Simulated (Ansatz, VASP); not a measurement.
## Nb: VASP beside Ansatz

```xyz
1
Lattice="-1.7108 1.7108 1.5740 1.7108 -1.7108 1.5740 1.7108 1.7108 -1.5740" Properties=species:S:1:pos:R:3 pbc="T T T"
Nb    0.0000    0.0000    0.0000
```

Alike in both runs: task single point; functional PBE; k mesh 22 × 22 × 22; occupations gaussian, width 0.15 eV; no spin polarisation.

|  | VASP | Ansatz |
| --- | --- | --- |
| version | VASP 6.6.1 | Ansatz 0.2.0 |
| potentials or method | VASP PAW PBE potentials, release 64 (Nb_sv), cutoff 520 eV | scalar-relativistic, plane waves, PAW |
| valence electrons in the cell | 13 | 13 |

|  | VASP | Ansatz | Ansatz less VASP |
| --- | --- | --- | --- |
| gap on the k mesh at the Fermi level (eV) | none | none | - |
| pressure (GPa) | -2.5 | -2.2 | +0.32 |
| traceless stress, the component that is largest in VASP (GPa) | 4.91 | 4.96 | +0.045 |

A gap of «none» marks a metal or a gap that the smearing closes. The functional is the same, so the differences come from potentials, cutoffs and numerics.
